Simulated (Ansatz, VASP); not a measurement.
# MgO in VASP and in Ansatz

```
Mg O
1.0
     3.52064    0.00000    0.00000
    -1.76032    3.04896    0.00000
     0.00000    0.00000    4.23807
Mg O
2 2
Direct
  0.66667 0.33333 0.75000
  0.33333 0.66667 0.25000
  0.66667 0.33333 0.25000
  0.33333 0.66667 0.75000
```

Alike in both runs: task relaxation of cell and atoms; functional PBE; k mesh 6 × 6 × 6; no spin polarisation.

|  | VASP | Ansatz |
| --- | --- | --- |
| version | VASP 6.6.1 | Ansatz 0.2.0 |
| potentials or method | VASP PAW PBE potentials, release 64 (Mg, O), cutoff 600 eV | scalar-relativistic, plane waves, PAW |
| occupations | gaussian, width 0.01 eV | fixed |
| valence electrons in the cell | 16 | 32 |

```csv
,VASP,Ansatz,Ansatz less VASP
"gap on the k mesh at the Fermi level, each at its own relaxed structure (eV)",3.29,3.28,-0.012
relaxed volume (Å³/atom),11.31,11.37,+0.062
relaxed cell length with the largest relative difference (Å),4.229,4.238,+0.0096
```

VASP's potentials hold 16 valence electrons a cell and Ansatz's 32, so a difference there can come from the potentials and not from the codes.
